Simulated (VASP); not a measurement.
Here is a VASP 6.6.1 calculation.

INCAR

```
  PREC = Accurate
  ENCUT = 520
  EDIFF = 1E-6
  ISMEAR = 1
  SIGMA = 1.0
  LREAL = F
  LASPH = T
  NELM = 60
  ALGO = Normal
  ISIF = 2
  LWAVE = F
  LCHARG = F
  NBANDS = 11
```

File KPOINTS:

```
regular mesh
0
Gamma
  14 14 14
```

Contents of POSCAR:

```
Pt
1.0
    0.0000000000      1.9474302061      1.9474302061
    1.9474302061      0.0000000000      1.9474302061
    1.9474302061      1.9474302061      0.0000000000
Pt
1
Direct
    0.0000000000      0.0000000000      0.0000000000
```

Potentials or basis: VASP PAW LDA potentials, release 64 (Pt).

Command:

```console
$ cat potpaw_LDA.64/Pt/POTCAR > POTCAR
$ mpirun -np 1 vasp_std > vasp.out
```

**Question.** What does it give for the band gap on the k mesh?

**Answer.** Zero (band 5 reaches 12.07 eV, above the bottom of band 6 at 9.75 eV).

**Question.** What does it give for the pressure?

**Answer.** 1.1 GPa.

Caveat: spin-orbit coupling is left out, which moves the levels of the heavy elements.
